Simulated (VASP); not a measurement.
Crystal: BN (Qingsongite).

```
CELL_PARAMETERS angstrom
0.00000 1.80482 1.80482
1.80482 0.00000 1.80482
1.80482 1.80482 0.00000
ATOMIC_POSITIONS crystal
B 0.00000 0.00000 0.00000
N 0.25000 0.25000 0.25000
```

Base run:

| Property | Result |
| --- | --- |
| Program | VASP 6.6.1 |
| Functional | r2SCAN |
| Potentials or basis | VASP PAW PBE potentials, release 64 (B_h, N_h) |
| Cutoff | 910 eV |
| k mesh | 12 × 12 × 12 |
| Occupations | gaussian, width 0.01 eV |
| Spin | no spin polarisation |

Its results: band gap on the k mesh 5.00 eV, indirect (least direct gap 9.57 eV); pressure -0.5 GPa.

Task: The run is repeated on the same cell with these changes: potentials or basis from VASP PAW PBE potentials, release 64 (B_h, N_h) to VASP PAW PBE potentials, release 64 (B, N); cutoff from 910 eV to 520 eV. What comes out?

Result: Band gap on the k mesh 4.98 eV, indirect (least direct gap 9.55 eV); pressure 1.1 GPa.

Caveats: the PAW data sets were made with another functional, which shifts forces and pressure a little; the cutoff is under 1.25 times the usual one of these potentials, so pressure, stress and relaxed cells hold a basis-set (Pulay) error (some runs).

A k mesh can miss the band edges.
